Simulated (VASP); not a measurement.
# Ta2N (P1) in VASP: single point with PBEsol

Aim: the single point of Ta2N with PBEsol.

Program: VASP 6.6.1. These are calculated values, not measurements. Logs are shortened: lines on timing, memory, paths and dates and some standing lists are left out, and cuts for length are marked.

**1. The cell of the first run**

The typed cell holds 3 atoms: a = 3.069 Å, b = 3.087 Å, c = 4.851 Å, α = 89.48°, β = 90.63°, γ = 119.43°.

**2. Single point, PBEsol (atoms moved at random and the cell strained at random)**

INCAR

```
SYSTEM = Ta2N
ALGO     = Normal         ! electronic algorithm
EDIFF    = 1E-6           ! SCF threshold, eV
ENCUT    = 600            ! plane-wave cutoff, eV
GGA      = PS             ! functional
GGA_COMPAT= .FALSE.      
ISIF     = 2              ! what is computed and relaxed
ISMEAR   = 0              ! smearing method
LASPH    = .TRUE.         ! aspherical terms in the spheres
LCHARG   = .FALSE.        ! write CHGCAR
LREAL    = .FALSE.        ! projectors in reciprocal space
LWAVE    = .FALSE.        ! write WAVECAR
NBANDS   = 20             ! bands
NELM     = 120            ! most SCF steps
PREC     = Accurate       ! precision mode
SIGMA    = 0.15           ! smearing width, eV
```

KPOINTS

```
k-points
0
G
  12 12 8
  0 0 0
```

POSCAR

```
Ta2N
1.0
    3.0691139118      0.0101035122     -0.0168316367
   -1.5258070577      2.6835706430      0.0141063911
   -0.0263700730      0.0102946203      4.8507227364
Ta N
2 1
Direct
    0.6697653181      0.3394559208      0.7418237522
    0.3356985075      0.6550353190      0.2571464824
   -0.0054638256      0.0055087602      0.0010297654
```

Potentials or basis: VASP PAW PBE potentials, release 64 (Ta_pv, N).

On the command line:

```
$ cat potpaw_PBE.64/Ta_pv/POTCAR potpaw_PBE.64/N/POTCAR > POTCAR
$ mpirun -np 1 vasp_std > vasp.out
```

OUTCAR:

```text
SYSTEM = Ta2N
   EDIFF = 1E-6
   ENCUT = 600
   GGA = PS
   ISIF = 2
   ISMEAR = 0
   LASPH = .TRUE.
   LREAL = .FALSE.
   NELM = 120
   PREC = Accurate

 ion  position               nearest neighbor table
   1  0.670  0.339  0.742-   3 2.14   3 2.19   3 2.21   2 2.90   2 2.96   2 2.99   2 3.05   2 3.06
                             2 3.10
   2  0.336  0.655  0.257-   3 2.15   3 2.16   3 2.21   1 2.90   1 2.96   1 2.99   1 3.05   1 3.06
                             1 3.10
   3  0.995  0.006  0.001-   1 2.14   2 2.15   2 2.16   1 2.19   2 2.21   1 2.21

  LATTYP: Found a triclinic cell.
 ALAT       =     3.0691766956
 B/A-ratio  =     1.0114966476
 C/A-ratio  =     1.5804907371
 COS(alpha) =     0.0017388889
 COS(beta)  =     0.0109131234
 COS(gamma) =     0.4999763710

  Lattice vectors:

 A1 = (  -3.0691139118,  -0.0101035122,   0.0168316367)
 A2 = (  -1.5433068541,  -2.6936741552,   0.0027252456)
 A3 = (  -0.0263700730,   0.0102946203,   4.8507227364)

Analysis of symmetry for initial positions (statically):
=====================================================================
 Subroutine PRICEL returns:
 Original cell was already a primitive cell.

 Routine SETGRP: Setting up the symmetry group for a
 triclinic supercell.

 Subroutine GETGRP returns: Found  1 space group operations
 (whereof  1 operations were pure point group operations)
 out of a pool of  2 trial point group operations.

The static configuration has the point symmetry C_1 .

Analysis of symmetry for dynamics (positions and initial velocities):
=====================================================================
 Subroutine PRICEL returns:
 Original cell was already a primitive cell.

 Routine SETGRP: Setting up the symmetry group for a
 triclinic supercell.

 Subroutine GETGRP returns: Found  1 space group operations
 (whereof  1 operations were pure point group operations)
 out of a pool of  2 trial point group operations.

The dynamic configuration has the point symmetry C_1 .

 Subroutine INISYM returns: Found  1 space group operations
 (whereof  1 operations are pure point group operations),
 and found     1 'primitive' translations

----------------------------------------------------------------------------------------

                                     Primitive cell

  volume of cell :      40.0248
[... 87 lines left out ...]
   LSORBIT =      F    spin-orbit coupling
   LASPH  =      T    aspherical Exc in radial PAW
   ENCUT  =  600.0 eV  44.10 Ry    6.64 a.u.   6.13  6.17  9.69*2*pi/ulx,y,z
   NELM   =    120;   NELMIN=  2; NELMDL= -5     # of ELM steps
   EDIFF  = 0.1E-05   stopping-criterion for ELM
   LREAL  =      F    real-space projection
   EDIFFG = 0.1E-04   stopping-criterion for IOM
   NSW    =      0    number of steps for IOM
   IBRION =     -1    ionic relax: 0-MD 1-quasi-New 2-CG
   NFREE  =      0    steps in history (QN), initial steepest desc. (CG)
   ISIF   =      2    stress and relaxation
   ISYM   =      2    0-nonsym 1-usesym 2-fastsym
   POTIM  = 0.5000    time-step for ionic-motion
   TEBEG  =    0.0;   TEEND  =   0.0 temperature during run
   PSTRESS=    0.0 pullay stress
   NELECT =      27.0000    total number of electrons
   NUPDOWN=      -1.0000    fix difference up-down
   EMIN   =  10.00;   EMAX   =-10.00  energy-range for DOS
   EFERMI =   0.00;   METHOD = LEGACY
   ISMEAR =     0;   SIGMA  =   0.15  broadening in eV -4-tet -1-fermi 0-gaus
   EFERMI_NEDOS =   21; number of points for ismear=-14 and -15
   IALGO  =     38    algorithm
   IMIX   =      4    mixing-type and parameters
     AMIX     =   0.40;   BMIX     =  1.00
     AMIX_MAG =   1.60;   BMIX_MAG =  1.00
  volume/ion in A,a.u.               =      13.34        90.03
  Fermi-wavevector in a.u.,A,eV,Ry     =   1.435774  2.713220 28.047703  2.061448
  Thomas-Fermi vector in A             =   2.555036
   LORBIT       =      0    0 simple, 1 ext, 2 COOP (PROOUT), +10 PAW based schemes
   GGA     = PS    functional components
   LHFCALC =     F    Hartree Fock is set to
   AEXX    =    0.0000 exact exchange contribution
   IVDW    =     0    specifies the selected vdW correction
   LEPSILON=     F    determine dielectric tensor
   LRPA    =     F    only Hartree local field effects (RPA)
 non-spin polarized calculation
 Gauss-broadening in eV      SIGMA  =   0.15
  energy-cutoff  :      600.00
  volume of cell :       40.02
 maximum number of plane-waves:      1357
 NGX is ok and might be reduce to    28
   NGX = 13   NGY = 13   NGZ = 19

 number of electron      26.9999999 magnetization

 Free energy of the ion-electron system (eV)
  ---------------------------------------------------
  ext. energy  EPLUGINS =         0.00000000
  ---------------------------------------------------
  free energy    TOTEN  =       -36.46559702 eV

  energy without entropy =      -36.45083583  energy(sigma->0) =      -36.45821642

 E-fermi :   7.4691     XC(G=0): -13.0888

 val. band max:        7.4666769058   @ k =   0.0833   0.2500   0.1250
 cond. band min:       7.4725656917   @ k =   0.0833  -0.0000   0.0000
 fundamental gap:      0.0058887859
 Fermi energy:         7.4691255680

 k-point     1 :       0.0000    0.0000    0.0000
  band No.  band energies     occupation
      1     -28.1387      2.00000
      2     -27.3542      2.00000
      3     -27.3514      2.00000
      4     -27.2397      2.00000
      5     -27.1984      2.00000
      6     -27.1051      2.00000
[... 541 lines left out ...]
     19      12.3397      0.00000
     20      12.9716      0.00000

 [... further k-points ...]

------------------------ aborting loop because EDIFF is reached ----------------------------------------

  FORCE on cell =-STRESS in cart. coord.  units (eV):
  Direction    XX          YY          ZZ          XY          YZ          ZX
  --------------------------------------------------------------------------------------
  -------------------------------------------------------------------------------------
  Total       -0.4703500     -1.3181261     -0.6836825     -0.3879690     -0.1132846      0.4325009
  in kB      -18.8279064    -52.7640158    -27.3675136    -15.5302323     -4.5347347     17.3128258
  external PRESSURE =     -32.9864786 kB  Pullay stress =       0.0000000 kB

 VOLUME and BASIS-vectors are now :
 -----------------------------------------------------------------------------
  energy-cutoff  :      600.00
  volume of cell :       40.02
      direct lattice vectors                 reciprocal lattice vectors
     3.069113912  0.010103512 -0.016831637     0.325225771  0.184907512  0.001375604
    -1.525807058  2.683570643  0.014106391    -0.001228802  0.371943372 -0.000796050
    -0.026370073  0.010294620  4.850722736     0.001132082 -0.000440034  0.206161935

 POSITION                                       TOTAL-FORCE (eV/Angst)
 -----------------------------------------------------------------------------------
      1.51808      0.92536      3.59190        -0.210686      0.035182      0.539056
      0.02406      1.76387      1.25094        -0.255653      0.261020     -0.437377
      3.04391      0.02484     -0.01167         0.466339     -0.296202     -0.101679
 -----------------------------------------------------------------------------------
    total drift:                               -0.000082     -0.000034     -0.000039

  FREE ENERGIE OF THE ION-ELECTRON SYSTEM (eV)
  ---------------------------------------------------
  free  energy   TOTEN  =       -36.4655970167 eV

  energy  without entropy=      -36.4508358273  energy(sigma->0) =      -36.45821642
```

OSZICAR:

```text
N       E                     dE             d eps       ncg     rms          rms(c)
DAV:   1     0.226682565128E+03    0.22668E+03   -0.16290E+04 23208   0.155E+03
DAV:   2    -0.290373310604E+02   -0.25572E+03   -0.24910E+03 25912   0.428E+02
DAV:   3    -0.394010014261E+02   -0.10364E+02   -0.10148E+02 29536   0.779E+01
DAV:   4    -0.395458740062E+02   -0.14487E+00   -0.14389E+00 28636   0.863E+00
DAV:   5    -0.395474856103E+02   -0.16116E-02   -0.16102E-02 28692   0.753E-01    0.273E+01
DAV:   6    -0.368562662089E+02    0.26912E+01   -0.14229E+01 31200   0.244E+01    0.130E+01
DAV:   7    -0.365338448356E+02    0.32242E+00   -0.16741E+00 26948   0.856E+00    0.677E+00
DAV:   8    -0.364700617801E+02    0.63783E-01   -0.28517E-01 27300   0.414E+00    0.406E-01
DAV:   9    -0.364662775814E+02    0.37842E-02   -0.28201E-02 29852   0.123E+00    0.246E-01
DAV:  10    -0.364657446053E+02    0.53298E-03   -0.35613E-03 29568   0.638E-01    0.135E-01
DAV:  11    -0.364656352108E+02    0.10939E-03   -0.11338E-03 30020   0.321E-01    0.494E-02
DAV:  12    -0.364655999181E+02    0.35293E-04   -0.33066E-04 27384   0.114E-01    0.181E-02
DAV:  13    -0.364655976747E+02    0.22434E-05   -0.37497E-05 27056   0.413E-02    0.526E-03
DAV:  14    -0.364655970167E+02    0.65800E-06   -0.21716E-06 21916   0.124E-02
   1 F= -.36465597E+02 E0= -.36458216E+02  d E =-.147612E-01
```

stdout:

```text
POSCAR found type information on POSCAR TaN
 POSCAR found :  2 types and       3 ions
 scaLAPACK will be used
 -----------------------------------------------------------------------------
|                                                                             |
|                                                                             |
|     You enforced a specific xc type in the INCAR file but a different       |
|     I HOPE YOU KNOW WHAT YOU ARE DOING!                                     |
|                                                                             |
 -----------------------------------------------------------------------------

 LDA part: xc-table for (Slater+PW92), standard interpolation
 POSCAR, INCAR and KPOINTS ok, starting setup
 FFT: planning ... GRIDC
 FFT: planning ... GRID_SOFT
 FFT: planning ... GRID
 WAVECAR not read
 entering main loop
```

It took 8.3 min on 1 thread of Intel Xeon 8259CL, shared host; peak memory 0.6 GiB.

Results:

| Item | Value |
| --- | --- |
| Free energy | -36.4656 eV |
| Pressure | -3.3 GPa |
| Largest force | 0.580 eV/Å |
| Band gap on the k mesh | zero (an odd number of electrons rules out a gap without spin polarisation) |

Forces in eV/Å, atoms in the order of the input:
```
Ta  -0.211  0.035  0.539
Ta  -0.256  0.261 -0.437
N    0.466 -0.296 -0.102
```

Stress tensor (GPa, compression positive):
```
-1.88 -1.55  1.73
-1.55 -5.28 -0.45
 1.73 -0.45 -2.74
```

Caveat: the cell differs from its parent crystal (atoms moved at random and the cell strained at random); the cell stands under tension; the PAW data sets were made with another functional, which shifts forces and pressure a little; spin-orbit coupling is left out, which moves the levels of the heavy elements.
